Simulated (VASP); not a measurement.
Crystal: Si3Ru4.

```xyz
7
Lattice="4.9550 0.0000 0.0000 0.0000 4.9550 0.0000 0.0000 0.0000 4.9550" Properties=species:S:1:pos:R:3 pbc="T T T"
Si    2.4775    0.0000    0.0000
Si    0.0000    2.4775    0.0000
Si    0.0000    0.0000    2.4775
Ru    0.0000    2.4775    2.4775
Ru    2.4775    0.0000    2.4775
Ru    2.4775    2.4775    0.0000
Ru    2.4775    2.4775    2.4775
```

```yaml
Program: VASP 6.6.1
Task: relaxation of cell and atoms
Functional: PBE
Potentials_or_basis: VASP PAW PBE potentials, release 64 (Si, Ru_pv)
Cutoff: 500 eV
k_mesh: 3 × 3 × 3
Occupations: gaussian, width 0.2 eV
Spin: no spin polarisation
```

At the start: pressure -3.8 GPa; volume 17.38 Å³/atom.

Where does the relaxation end?

Over 3 steps the energy falls by 5.3 meV/atom and the volume is 16.95 Å³/atom (-2.5 %); space group Pm-3m (No. 221, to 0.05 Å).

The path:
```
step  energy change (eV)  largest force (eV/Å)  pressure (GPa)  volume (Å³)
   1              0.0000                0.0000           -3.81       121.66
   2              0.0389                0.0000            6.11       114.53
   3             -0.0369                0.0000           -0.03       118.66
```

Final structure:
```
Si Ru
1.0
     4.91394    0.00000    0.00000
     0.00000    4.91394    0.00000
     0.00000    0.00000    4.91394
Si Ru
3 4
Direct
  0.50000 0.00000 0.00000
  0.00000 0.50000 0.00000
  0.00000 0.00000 0.50000
  0.00000 0.50000 0.50000
  0.50000 0.00000 0.50000
  0.50000 0.50000 0.00000
  0.50000 0.50000 0.50000
```

Caveat: the k points lie up to 0.43 Å⁻¹ apart in the final cell.
